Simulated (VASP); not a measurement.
## Nb: single point with PBEsol

Crystal: Nb.

```xyz
1
Lattice="0.0000 2.1150 2.2207 2.1150 0.0000 2.2207 2.1150 2.1150 0.0000" Properties=species:S:1:pos:R:3 pbc="T T T"
Nb    0.0000    0.0000    0.0000
```

This cell differs from its parent crystal: strain +0.000 along x and y, +0.050 along z.

```
Program             : VASP 6.6.1
Task                : single point
Functional          : PBEsol
Potentials or basis : VASP PAW PBE potentials, release 64 (Nb_sv)
Cutoff              : 500 eV
k mesh              : 20 × 20 × 20
Occupations         : gaussian, width 0.15 eV
Spin                : no spin polarisation
```

```json
{
  "Pressure": "-14.2 GPa",
  "Band gap on the k mesh": "zero (an odd number of electrons rules out a gap without spin polarisation)"
}
```

Stress tensor (GPa, compression positive):
```
-17.19   0.00   0.00
  0.00 -17.19   0.00
  0.00   0.00  -8.24
```

Levels at points of the mesh, in eV from the Fermi level:
| k point | band 2 | band 3 | band 4 | band 5 | band 6 | band 7 | band 8 | band 9 | band 10 | band 11 |
| --- | --- | --- | --- | --- | --- | --- | --- | --- | --- | --- |
| (0.00, 0.00, 0.00) | -30.26 | -30.24 | -30.24 | -6.09 | -0.20 | 0.35 | 0.35 | 2.16 | 2.89 | 11.81 |
| (0.50, 0.00, 0.00) | -31.25 | -30.42 | -30.34 | -3.62 | -0.29 | 0.27 | 1.20 | 4.22 | 4.51 | 9.72 |
| (0.50, 0.50, 0.00) | -31.17 | -30.55 | -30.55 | -3.75 | -2.98 | 2.74 | 4.38 | 4.86 | 4.86 | 11.23 |
| (0.50, 0.00, 0.50) | -31.19 | -30.68 | -30.58 | -3.75 | -3.05 | 3.56 | 4.29 | 4.61 | 5.17 | 10.30 |

Run time: 68 s on 1 thread of Intel(R) Xeon(R) Platinum 8488C (Sapphire Rapids), with other jobs on the host, peak memory 0.25 GiB.

Caveat: the cell differs from its parent crystal (strain +0.000 along x and y, +0.050 along z); the cell stands under tension; the PAW data sets were made with another functional, which shifts forces and pressure a little.
